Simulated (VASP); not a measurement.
# Y: relaxation of cell and atoms with r2SCAN

Crystal: Y.

```
CELL_PARAMETERS angstrom
2.02000 2.02000 2.02000
-2.02000 2.02000 2.02000
-2.02000 -2.02000 2.02000
ATOMIC_POSITIONS crystal
Y 0.00000 0.00000 0.00000
```

```
Program                : VASP 6.6.1
Task                   : relaxation of cell and atoms
Functional             : r2SCAN
Potentials or basis    : VASP PAW PBE potentials, release 64 (Y_sv)
Cutoff                 : 600 eV
k mesh                 : 8 × 8 × 8
Occupations            : fermi-dirac, width 0.05 eV
Spin                   : no spin polarisation
Target pressure        : 10 GPa
Dipole correction      : no
Further INCAR settings : ALGO = Normal; EDIFF = 1e-06; IBRION = 2; EDIFFG = -0.01; NSW = 80; ISIF = 3
```

The relaxed volume is 27.61 Å³/atom and the relaxed cell is a = 3.298 Å, b = 3.298 Å, c = 3.298 Å, α = 70.53°, β = 109.47°, γ = 70.53°. The space group after relaxing (to 0.05 Å) is Im-3m (No. 229). The energy change on relaxing (the enthalpy is what falls) is +170.6 meV/atom, the ionic steps are 4 and the pressure after relaxing is 10.1 GPa.

The path:
| step | energy change (eV) | largest force (eV/Å) | pressure (GPa) | volume (Å³) |
| --- | --- | --- | --- | --- |
| 1 | 0.0000 | 0.0000 | 0.98 | 32.97 |
| 2 | 0.4050 | 0.0000 | 17.96 | 24.88 |
| 3 | 0.1644 | 0.0000 | 9.86 | 27.71 |
| 4 | 0.1706 | 0.0000 | 10.06 | 27.61 |

Final structure:
```cif
data_structure
_symmetry_space_group_name_H-M 'P 1'
_symmetry_Int_Tables_number 1
_cell_length_a 3.2980
_cell_length_b 3.2980
_cell_length_c 3.2980
_cell_angle_alpha 70.529
_cell_angle_beta 109.471
_cell_angle_gamma 70.529
_cell_volume 27.61
loop_
_atom_site_label
_atom_site_type_symbol
_atom_site_fract_x
_atom_site_fract_y
_atom_site_fract_z
_atom_site_occupancy
Y1 Y 0.00000 0.00000 0.00000 1
```

Levels at points of the mesh, in eV from the Fermi level:
| k point | band 2 | band 3 | band 4 | band 5 | band 6 | band 7 | band 8 | band 9 |
| --- | --- | --- | --- | --- | --- | --- | --- | --- |
| (0.00, 0.00, 0.00) | -22.89 | -22.89 | -22.89 | -5.30 | 2.14 | 2.14 | 2.14 | 4.33 |
| (0.50, 0.00, 0.00) | -23.88 | -23.19 | -22.90 | -2.39 | 0.18 | 1.21 | 4.45 | 5.18 |
| (0.50, 0.50, 0.50) | -23.54 | -23.54 | -23.54 | -2.19 | -2.19 | 6.64 | 6.64 | 6.64 |

Wall time 2.1 min on 1 thread of AMD EPYC 9R45 96-Core Processor (Zen 5), with other jobs on the host, peak memory 0.17 GiB.

Caveat: the cell is relaxed towards a set pressure, so the enthalpy falls and the energy may rise; the volume moved by over 15 % at a fixed basis, so the end points are rough; the PAW data sets were made with another functional, which shifts forces and pressure a little.
